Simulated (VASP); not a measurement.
ZnO: single point with LDA

Crystal: ZnO.

```
Zn O
1.0
     0.00000    2.27791    2.11521
     2.27791    0.00000    2.11521
     2.27791    2.27791    0.00000
Zn O
1 1
Direct
  0.00000 0.00000 0.00000
  0.50000 0.50000 0.50000
```

This cell differs from its parent crystal: strain +0.050 along x and y, -0.025 along z.

```
Program                : VASP 6.6.1
Task                   : single point
Functional             : LDA
Potentials or basis    : VASP PAW LDA potentials, release 64 (Zn, O)
Cutoff                 : 520 eV
k mesh                 : 12 × 12 × 12
Occupations            : gaussian, width 0.05 eV
Spin                   : no spin polarisation
Dipole correction      : no
Further INCAR settings : ALGO = Normal; EDIFF = 1e-06; NBANDS = 16
```

```yaml
Pressure: -21.3 GPa
Band_gap_on_the_k_mesh: 0.27 eV (least direct gap 1.29 eV)
```

Stress tensor (GPa, compression positive):
```
-21.24   0.00   0.00
  0.00 -21.24   0.00
  0.00   0.00 -21.37
```

Levels at points of the mesh, in eV from the valence-band top:
```csv
k point,band 5,band 6,band 7,band 8,band 9,band 10,band 11,band 12,band 13,band 14
"(0.00, 0.00, 0.00)",-4.87,-4.76,-1.45,-1.02,-1.02,0.27,16.71,16.71,16.95,16.95
"(0.50, 0.00, 0.00)",-4.69,-4.61,-3.75,-0.31,0.00,4.98,7.88,11.15,12.64,17.80
"(0.50, 0.50, 0.00)",-4.54,-4.54,-4.23,-2.56,-2.56,3.42,10.22,10.37,13.34,13.34
"(0.50, 0.00, 0.50)",-4.62,-4.52,-4.33,-2.70,-2.01,3.42,9.37,11.11,13.58,14.92
```

It took 57 s on 1 thread of Intel Xeon 8259CL, with other jobs on the host, peak memory 0.17 GiB.

Caveat: the cell differs from its parent crystal (strain +0.050 along x and y, -0.025 along z); the cell stands under tension. A k mesh can miss the band edges.
